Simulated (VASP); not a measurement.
Write the native input for VASP 6.6.1 that does the following.

```
Task                   : single point
Functional             : PBE
Potentials or basis    : VASP PAW PBE potentials, release 64 (C)
Cutoff                 : 520 eV
k mesh                 : 6 × 6 × 6
Occupations            : gaussian, width 0.1 eV
Spin                   : no spin polarisation
Dipole correction      : no
Further INCAR settings : ALGO = Normal; EDIFF = 1e-06; NBANDS = 11
```

The structure of C lies in POSCAR:

```
C
1.0
    1.2280263500      0.7090013400      3.3470108400
   -1.2280263500      0.7090013400      3.3470108400
    0.0000000000     -1.4180026800      3.3470108400
C
2
Direct
    0.1640000000      0.1640000000      0.1640000000
    0.8360000000      0.8360000000      0.8360000000
```

These files were run (other wordings do the same):

INCAR

```
PREC     = Accurate       # precision mode
ENCUT    = 520            # plane-wave cutoff, eV
EDIFF    = 1E-6           # SCF threshold, eV
ISMEAR   = 0              # smearing method
SIGMA    = 0.1            # smearing width, eV
LREAL    = F              # projectors in reciprocal space
LASPH    = T              # aspherical terms in the spheres
NELM     = 100            # most SCF steps
ALGO     = Normal         # electronic algorithm
ISIF     = 2              # what is computed and relaxed
LWAVE    = F              # write WAVECAR
LCHARG   = F              # write CHGCAR
GGA      = PE             # functional
NBANDS   = 11             # bands
```

KPOINTS

```
Automatic mesh
0
Gamma
  6 6 6
```

Potentials or basis: VASP PAW PBE potentials, release 64 (C).

Command:

```sh
$ cat potpaw_PBE.64/C/POTCAR > POTCAR
$ mpirun -np 1 vasp_std > vasp.out
```

Results of the run:

```
Pressure               : 4.7 GPa
Largest force          : 0.791 eV/Å
Band gap on the k mesh : 0.75 eV, direct
```

Caveat: the k points lie up to 0.50 Å⁻¹ apart.

It took 5 s on 1 thread of Intel(R) Xeon(R) 6975P-C (Granite Rapids) (shared host), peak memory 0.14 GiB.
